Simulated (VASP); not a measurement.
# Sn (R-3m) in VASP: notebook

Runs on Sn. Level: PBEsol. Tasks: single point.

All numbers are computed with VASP 6.6.1; they aren't measurements. Logs are shortened: lines on timing, memory, paths and dates and some standing lists are left out, and cuts for length are marked.

**1. The cell of the first run**

It takes space group R-3m (No. 166, trigonal). The conventional cell has a = 6.752 Å, b = 6.752 Å, c = 2.067 Å, α = 90.00°, β = 90.00°, γ = 120.00°. Within 2.7 Å of Sn (site symmetry -3m) lie 2 Sn at 2.07 Å.

**2. Single point, PBEsol**

INCAR

```
SYSTEM = Sn
PREC = Accurate
ENCUT = 520
EDIFF = 1E-7
ISMEAR = 0
SIGMA = 0.15
LREAL = .False.
LASPH = .True.
NELM = 60
ALGO = Fast
ISIF = 2
LWAVE = .False.
LCHARG = .True.
GGA = PS
LELF = .True.
LVHAR = .True.
NBANDS = 13
```

KPOINTS

```
regular mesh
0
Gamma
  20 20 20
  0 0 0
```

POSCAR

```
Sn
1.0
   -2.7849636608      1.9892597577      1.9892597577
    1.9892597577     -2.7849636608      1.9892597577
    1.9892597577      1.9892597577     -2.7849636608
Sn
1
Direct
    0.0000000000      0.0000000000      0.0000000000
```

Potentials or basis: VASP PAW PBE potentials, release 64 (Sn_d).

Command:

```console
$ cat potpaw_PBE.64/Sn_d/POTCAR > POTCAR
$ mpirun -np 1 vasp_std > vasp.out
```

OUTCAR:

```text
SYSTEM = Sn
   PREC = Accurate
   ENCUT = 520
   EDIFF = 1E-7
   ISMEAR = 0
   LREAL = .False.
   LASPH = .True.
   NELM = 60
   ISIF = 2
   GGA = PS

 ion  position               nearest neighbor table
   1  0.000  0.000  0.000-

  LATTYP: Found a trigonal (rhomboedric) cell.
 ALAT       =     3.9585769361
 COS(alpha) =    -0.4545454545

  Lattice vectors:

 A1 = (  -2.7849636608,   1.9892597577,   1.9892597577)
 A2 = (   1.9892597577,  -2.7849636608,   1.9892597577)
 A3 = (   1.9892597577,   1.9892597577,  -2.7849636608)

Analysis of symmetry for initial positions (statically):
=====================================================================
 Subroutine PRICEL returns:
 Original cell was already a primitive cell.

 Routine SETGRP: Setting up the symmetry group for a
 trigonal (rhombohedral) supercell.

 Subroutine GETGRP returns: Found 12 space group operations
 (whereof 12 operations were pure point group operations)
 out of a pool of 12 trial point group operations.

The static configuration has the point symmetry D_3d.

Analysis of symmetry for dynamics (positions and initial velocities):
=====================================================================
 Subroutine PRICEL returns:
 Original cell was already a primitive cell.

 Routine SETGRP: Setting up the symmetry group for a
 trigonal (rhombohedral) supercell.

 Subroutine GETGRP returns: Found 12 space group operations
 (whereof 12 operations were pure point group operations)
 out of a pool of 12 trial point group operations.

The dynamic configuration has the point symmetry D_3d.

 Subroutine INISYM returns: Found 12 space group operations
 (whereof 12 operations are pure point group operations),
 and found     1 'primitive' translations

----------------------------------------------------------------------------------------

                                     Primitive cell

  volume of cell :      27.2050

  direct lattice vectors                    reciprocal lattice vectors
    -2.784963661  1.989259758  1.989259758     0.139638766  0.349096915  0.349096915
     1.989259758 -2.784963661  1.989259758     0.349096915  0.139638766  0.349096915
     1.989259758  1.989259758 -2.784963661     0.349096915  0.349096915  0.139638766

  length of vectors
     3.958576936  3.958576936  3.958576936     0.513065587  0.513065587  0.513065587

  position of ions in fractional coordinates (direct lattice)
     0.000000000  0.000000000  0.000000000

  ion indices of the primitive-cell ions
   primitive index   ion index
                 1           1

----------------------------------------------------------------------------------------

 KPOINTS: regular mesh

Automatic generation of k-mesh.
 Grid dimensions read from file:
 generate k-points for:   20   20   20

 Generating k-lattice:

  Cartesian coordinates                     Fractional coordinates (reciprocal lattice)
     0.006981938  0.017454846  0.017454846     0.050000000  0.000000000  0.000000000
     0.017454846  0.006981938  0.017454846     0.000000000  0.050000000  0.000000000
     0.017454846  0.017454846  0.006981938    -0.000000000 -0.000000000  0.050000000

  Length of vectors
     0.025653279  0.025653279  0.025653279

  Shift w.r.t. Gamma in fractional coordinates (k-lattice)
     0.000000000  0.000000000  0.000000000

 Subroutine IBZKPT returns following result:
 ===========================================

 Found    781 irreducible k-points:

 Following reciprocal coordinates:
            Coordinates               Weight
  0.000000  0.000000  0.000000      1.000000
  0.050000  0.000000 -0.000000      6.000000
  0.100000 -0.000000 -0.000000      6.000000
  0.150000 -0.000000 -0.000000      6.000000
  0.200000 -0.000000 -0.000000      6.000000
  0.250000 -0.000000 -0.000000      6.000000
[... 16 lines left out ...]
 -0.400000  0.050000  0.000000     12.000000
 -0.350000  0.050000  0.000000     12.000000
 [... further k-points ...]
   k-points           NKPTS =    781   k-points in BZ     NKDIM =    781   number of bands    NBANDS=     13
   number of dos      NEDOS =    301   number of ions     NIONS =      1
   total plane-waves  NPLWV =  27000
   dimension x,y,z NGX =    30 NGY =   30 NGZ =   30
   dimension x,y,z NGXF=    60 NGYF=   60 NGZF=   60
   ions per type =               1
   NGX,Y,Z   is equivalent  to a cutoff of  12.60, 12.60, 12.60 a.u.
   NGXF,Y,Z  is equivalent  to a cutoff of  25.20, 25.20, 25.20 a.u.
 SYSTEM =  Sn
   PREC   = accura    normal or accurate (medium, high low for compatibility)
   ISTART =      0    job   : 0-new  1-cont  2-samecut
   ICHARG =      2    charge: 1-file 2-atom 10-const
   ISPIN  =      1    spin polarized calculation?
   LNONCOLLINEAR =      F non collinear calculations
   LSORBIT =      F    spin-orbit coupling
   LASPH  =      T    aspherical Exc in radial PAW
   ENCUT  =  520.0 eV  38.22 Ry    6.18 a.u.   7.36  7.36  7.36*2*pi/ulx,y,z
   NELM   =     60;   NELMIN=  2; NELMDL= -5     # of ELM steps
   EDIFF  = 0.1E-06   stopping-criterion for ELM
   LREAL  =      F    real-space projection
   EDIFFG = 0.1E-05   stopping-criterion for IOM
   NSW    =      0    number of steps for IOM
   IBRION =     -1    ionic relax: 0-MD 1-quasi-New 2-CG
   NFREE  =      0    steps in history (QN), initial steepest desc. (CG)
   ISIF   =      2    stress and relaxation
   ISYM   =      2    0-nonsym 1-usesym 2-fastsym
   POTIM  = 0.5000    time-step for ionic-motion
   TEBEG  =    0.0;   TEEND  =   0.0 temperature during run
   PSTRESS=    0.0 pullay stress
   NELECT =      14.0000    total number of electrons
   NUPDOWN=      -1.0000    fix difference up-down
   EMIN   =  10.00;   EMAX   =-10.00  energy-range for DOS
   EFERMI =   0.00;   METHOD = LEGACY
   ISMEAR =     0;   SIGMA  =   0.15  broadening in eV -4-tet -1-fermi 0-gaus
   EFERMI_NEDOS =   21; number of points for ismear=-14 and -15
   IALGO  =     68    algorithm
   IMIX   =      4    mixing-type and parameters
     AMIX     =   0.40;   BMIX     =  1.00
     AMIX_MAG =   1.60;   BMIX_MAG =  1.00
  volume/ion in A,a.u.               =      27.20       183.59
  Fermi-wavevector in a.u.,A,eV,Ry     =   1.311902  2.479136 23.416813  1.721087
  Thomas-Fermi vector in A             =   2.442332
   LORBIT       =      0    0 simple, 1 ext, 2 COOP (PROOUT), +10 PAW based schemes
   GGA     = PS    functional components
   LHFCALC =     F    Hartree Fock is set to
   AEXX    =    0.0000 exact exchange contribution
   IVDW    =     0    specifies the selected vdW correction
   LEPSILON=     F    determine dielectric tensor
   LRPA    =     F    only Hartree local field effects (RPA)
 non-spin polarized calculation
 RMM-DIIS sequential band-by-band and
 Gauss-broadening in eV      SIGMA  =   0.15
  energy-cutoff  :      520.00
  volume of cell :       27.20
 maximum number of plane-waves:       751
 NGX is ok and might be reduce to    30

 number of electron      14.0000005 magnetization

 Free energy of the ion-electron system (eV)
  ---------------------------------------------------
  ext. energy  EPLUGINS =         0.00000000
  ---------------------------------------------------
  free energy    TOTEN  =         0.06813743 eV

  energy without entropy =        0.07298447  energy(sigma->0) =        0.07056095

 E-fermi :   7.8808     XC(G=0): -10.1218

 val. band max:        7.8689799349   @ k =   0.4000   0.4000  -0.0000
 cond. band min:       7.8846457929   @ k =  -0.2000   0.2500   0.1000
 fundamental gap:      0.0156658581
 Fermi energy:         7.8808199181

 k-point     1 :       0.0000    0.0000    0.0000
  band No.  band energies     occupation
      1     -18.3358      2.00000
      2     -14.7312      2.00000
      3     -14.7312      2.00000
      4     -13.6723      2.00000
      5     -13.6723      2.00000
      6      -4.3777      2.00000
      7       7.3741      2.00000
      8       7.3741      2.00000
      9      12.6398      0.00000
     10      14.7715      0.00000
     11      14.7715      0.00000
     12      15.6140      0.00000
     13      29.9580      0.00000

 k-point     2 :       0.0500    0.0000   -0.0000
  band No.  band energies     occupation
      1     -18.2149      2.00000
      2     -14.7216      2.00000
      3     -14.7212      2.00000
      4     -13.7478      2.00000
      5     -13.7477      2.00000
      6      -4.2895      2.00000
      7       7.4587      1.99993
      8       7.5105      1.99952
      9      12.7593      0.00000
     10      14.6540      0.00000
     11      14.8751      0.00000
     12      15.9339      0.00000
     13      29.8513      0.00000

 k-point     3 :       0.1000   -0.0000   -0.0000
  band No.  band energies     occupation
      1     -17.8605      2.00000
      2     -14.6935      2.00000
      3     -14.6920      2.00000
      4     -13.9627      2.00000
      5     -13.9622      2.00000
      6      -4.0232      2.00000
      7       7.7001      1.91167
      8       7.9064      0.80930
      9      13.1127      0.00000
     10      14.5513      0.00000
     11      15.1924      0.00000
     12      16.6460      0.00000
     13      28.6345      0.00000
[... 305 lines left out ...]
 k-point    23 :      -0.4000    0.0500    0.0000
  band No.  band energies     occupation
      1     -15.8190      2.00000
      2     -15.8117      2.00000
      3     -14.4111      2.00000
      4     -14.3992      2.00000
      5     -14.1063      2.00000
      6       0.3845      2.00000
      7       9.8189      0.00000
      8      11.8622      0.00000
      9      13.8152      0.00000
     10      17.0588      0.00000
     11      18.3175      0.00000
     12      20.4915      0.00000
     13      21.7689      0.00000

 k-point    24 :      -0.3500    0.0500    0.0000
  band No.  band energies     occupation
      1     -15.4801      2.00000
      2     -15.4739      2.00000
      3     -14.8953      2.00000
      4     -14.4684      2.00000
      5     -14.4570      2.00000
      6      -0.8929      2.00000
      7       9.0564      0.00000
      8      10.8680      0.00000
      9      15.4935      0.00000
     10      16.3203      0.00000
     11      17.8565      0.00000
     12      20.1828      0.00000
     13      22.3708      0.00000

 [... further k-points ...]

------------------------ aborting loop because EDIFF is reached ----------------------------------------

  FORCE on cell =-STRESS in cart. coord.  units (eV):
  Direction    XX          YY          ZZ          XY          YZ          ZX
  --------------------------------------------------------------------------------------
  -------------------------------------------------------------------------------------
  Total       10.6518524     10.6518524     10.6518524     10.2831367     10.2831367     10.2831367
  in kB      627.3176389    627.3176389    627.3176389    605.6029284    605.6029284    605.6029284
  external PRESSURE =     627.3176389 kB  Pullay stress =       0.0000000 kB

 VOLUME and BASIS-vectors are now :
 -----------------------------------------------------------------------------
  energy-cutoff  :      520.00
  volume of cell :       27.20
      direct lattice vectors                 reciprocal lattice vectors
    -2.784963661  1.989259758  1.989259758     0.139638766  0.349096915  0.349096915
     1.989259758 -2.784963661  1.989259758     0.349096915  0.139638766  0.349096915
     1.989259758  1.989259758 -2.784963661     0.349096915  0.349096915  0.139638766

 POSITION                                       TOTAL-FORCE (eV/Angst)
 -----------------------------------------------------------------------------------
      0.00000      0.00000      0.00000         0.000000     -0.000000      0.000000
 -----------------------------------------------------------------------------------
    total drift:                               -0.000000     -0.000000      0.000000

  FREE ENERGIE OF THE ION-ELECTRON SYSTEM (eV)
  ---------------------------------------------------
  free  energy   TOTEN  =         0.0681374347 eV

  energy  without entropy=        0.0729844714  energy(sigma->0) =        0.07056095
```

Wall time 15 min (1 thread of Intel Xeon 8259CL, shared host); peak memory 0.38 GiB.

What came out:

```
Free energy            : 0.0681 eV
Pressure               : 62.7 GPa
Band gap on the k mesh : zero (bands 7 and 8 overlap by 9.37 eV)
```

Stress tensor (GPa, compression positive):
```
62.73 60.56 60.56
60.56 62.73 60.56
60.56 60.56 62.73
```

Caveat: the cell stands under pressure; the PAW data sets were made with another functional, which shifts forces and pressure a little; spin-orbit coupling is left out, which moves the levels of the heavy elements.

**3. Single point, PBEsol**

This run uses another cell than the first one, of the same volume but with other edges.

INCAR

```
SYSTEM = Sn
PREC = Accurate
ENCUT = 520
EDIFF = 1E-6
ISMEAR = 0
SIGMA = 0.15
LREAL = .FALSE.
LASPH = .TRUE.
NELM = 80
ALGO = Fast
ISIF = 2
LWAVE = .FALSE.
LCHARG = .FALSE.
GGA = PS
NBANDS = 13
```

KPOINTS

```
regular mesh
0
G
  20 20 20
  0 0 0
```

POSCAR

```
Sn
1.0
   -2.3290810660      1.9184831881      1.9184831881
    1.9184831881     -2.3290810660      1.9184831881
    1.9184831881      1.9184831881     -2.3290810660
Sn
1
Direct
    0.0000000000      0.0000000000      0.0000000000
```

Potentials or basis: VASP PAW PBE potentials, release 64 (Sn_d).

Command:

```console
$ cat potpaw_PBE.64/Sn_d/POTCAR > POTCAR
$ mpirun -np 1 vasp_std > vasp.out
```

Run time: 9.9 min. Hardware: 1 thread of Intel Xeon 8259CL, shared host; peak memory 0.37 GiB.

The run converged. Its results:

```
Free energy            : -3.6990 eV
Pressure               : 7.8 GPa
Band gap on the k mesh : zero (bands 7 and 8 overlap by 8.57 eV)
```

Stress tensor (GPa, compression positive):
```
 7.76 12.72 12.72
12.72  7.76 12.72
12.72 12.72  7.76
```

Levels at points of the mesh, in eV from the Fermi level:
```csv
k point,band 5,band 6,band 7,band 8,band 9,band 10
"(0.00, 0.00, 0.00)",-21.37,-11.45,3.81,3.81,8.26,9.52
"(0.50, 0.00, 0.00)",-21.11,-4.23,-4.01,2.82,5.32,7.09
"(0.50, 0.50, 0.00)",-21.36,-8.59,-4.94,1.23,5.10,11.93
"(0.50, 0.50, 0.50)",-21.08,-2.64,-1.57,1.14,1.14,4.42
```

Caveat: the cell stands under pressure; the PAW data sets were made with another functional, which shifts forces and pressure a little; spin-orbit coupling is left out, which moves the levels of the heavy elements.

**4. Single point, PBEsol**

This run uses another cell than the first one, of the same volume but with other edges.

INCAR

```
PREC = Accurate ; ENCUT = 520
EDIFF = 1E-7 ; ISMEAR = 0
SIGMA = 0.15 ; LREAL = False
LASPH = True ; NELM = 80
ALGO = Fast ; ISIF = 2
LWAVE = False ; LCHARG = False
GGA = PS ; NBANDS = 13
```

KPOINTS

```
regular mesh
0
Gamma
  20 20 20
```

POSCAR

```
Sn
1.0
   -1.4587075015      1.9205376757      1.9205376757
    1.9205376757     -1.4587075015      1.9205376757
    1.9205376757      1.9205376757     -1.4587075015
Sn
1
Direct
    0.0000000000      0.0000000000      0.0000000000
```

Command:

```console
$ cat potpaw_PBE.64/Sn_d/POTCAR > POTCAR
$ mpirun -np 1 vasp_std > vasp.out
```

Wall time 4.3 min (1 thread of Intel Xeon 8259CL, shared host); peak memory 0.35 GiB.

It converged, with:

```
Free energy            : -4.1527 eV
Pressure               : 0.4 GPa
Band gap on the k mesh : zero (bands 7 and 8 overlap by 7.26 eV)
```

Stress tensor (GPa, compression positive):
```
0.40 0.10 0.10
0.10 0.40 0.10
0.10 0.10 0.40
```

Levels at points of the mesh, in eV from the Fermi level:
| k point | band 5 | band 6 | band 7 | band 8 | band 9 | band 10 |
| --- | --- | --- | --- | --- | --- | --- |
| (0.00, 0.00, 0.00) | -21.25 | -11.20 | 5.44 | 6.69 | 6.69 | 9.79 |
| (0.50, 0.00, 0.00) | -21.25 | -7.65 | -4.87 | 5.93 | 6.84 | 9.74 |
| (0.50, 0.50, 0.00) | -21.13 | -4.99 | -3.71 | -0.10 | 3.85 | 8.23 |
| (0.50, 0.50, 0.50) | -21.13 | -1.68 | -0.87 | -0.87 | 1.29 | 4.40 |

Caveat: the PAW data sets were made with another functional, which shifts forces and pressure a little; spin-orbit coupling is left out, which moves the levels of the heavy elements.

**5. Single point, PBEsol**

This run uses another cell than the first one, of the same volume but with other edges.

INCAR

```
SYSTEM = Sn
PREC     = Accurate       ! precision mode
ENCUT    = 520            ! plane-wave cutoff, eV
EDIFF    = 1E-7           ! SCF threshold, eV
ISMEAR   = 0              ! smearing method
SIGMA    = 0.15           ! smearing width, eV
LREAL    = .False.        ! projectors in reciprocal space
LASPH    = .True.         ! aspherical terms in the spheres
NELM     = 80             ! most SCF steps
ALGO     = Fast           ! electronic algorithm
ISIF     = 2              ! what is computed and relaxed
LWAVE    = .False.        ! write WAVECAR
LCHARG   = .True.         ! write CHGCAR
GGA      = PS             ! functional
LELF     = .True.         ! ELF
LVHAR    = .True.       
NBANDS   = 13             ! bands
```

KPOINTS

```
Automatic mesh
0
Gamma
  20 20 20
  0 0 0
```

POSCAR

```
Sn
1.0
   -2.5458725398      1.9468437069      1.9468437069
    1.9468437069     -2.5458725398      1.9468437069
    1.9468437069      1.9468437069     -2.5458725398
Sn
1
Direct
    0.0000000000      0.0000000000      0.0000000000
```

Command:

```console
$ cat potpaw_PBE.64/Sn_d/POTCAR > POTCAR
$ mpirun -np 1 vasp_std > vasp.out
```

Run time: 11 min. Hardware: 1 thread of Intel Xeon 8259CL, shared host; peak memory 0.37 GiB.

Results (log left out):

```yaml
Free_energy: -2.5329 eV
Pressure: 25.6 GPa
Band_gap_on_the_k_mesh: zero (bands 7 and 8 overlap by 8.72 eV)
```

Stress tensor (GPa, compression positive):
```
25.62 29.57 29.57
29.57 25.62 29.57
29.57 29.57 25.62
```

Levels at points of the mesh, in eV from the Fermi level:
```tsv
k point	band 4	band 5	band 6	band 7	band 8	band 9	band 10	band 11
(0.00, 0.00, 0.00)	-21.40	-21.40	-11.76	1.69	1.69	6.37	8.19	8.19
(0.50, 0.00, 0.00)	-21.70	-20.94	-4.22	-2.12	3.46	5.93	7.51	8.73
(0.50, 0.50, 0.00)	-21.40	-21.40	-9.69	-5.11	-0.20	4.15	14.83	15.31
(0.50, 0.50, 0.50)	-21.70	-20.91	-3.33	-0.19	2.49	2.49	5.38	5.38
```

Caveat: the cell stands under pressure; the PAW data sets were made with another functional, which shifts forces and pressure a little; spin-orbit coupling is left out, which moves the levels of the heavy elements.

**6. Overview**

| cell | further INCAR settings | gap on the mesh (eV) | pressure (GPa) |
| --- | --- | --- | --- |
| a = 3.959 Å, angles 117.0°, 1 atom | ALGO = Fast; EDIFF = 1e-07; NBANDS = 13 | none | 62.7 |
| a = 3.576 Å, angles 114.3°, 1 atom | ALGO = Fast; EDIFF = 1e-06; NBANDS = 13 | none | 7.8 |
| a = 3.083 Å, angles 101.6°, 1 atom | ALGO = Fast; EDIFF = 1e-07; NBANDS = 13 | none | 0.4 |
| a = 3.750 Å, angles 115.8°, 1 atom | ALGO = Fast; EDIFF = 1e-07; NBANDS = 13 | none | 25.6 |

Alike in all rows: task single point; level PBEsol; potentials or basis VASP PAW PBE potentials, release 64 (Sn_d); no spin polarisation; k mesh 20 × 20 × 20; cutoff (eV) 520; smearing gaussian 0.15 eV.

Caveats: the PAW data sets were made with another functional, which shifts forces and pressure a little; spin-orbit coupling is left out, which moves the levels of the heavy elements; the cell stands under pressure (at least some runs).

Total energies depend on the potentials used, so only differences within one code and one set of settings carry meaning.
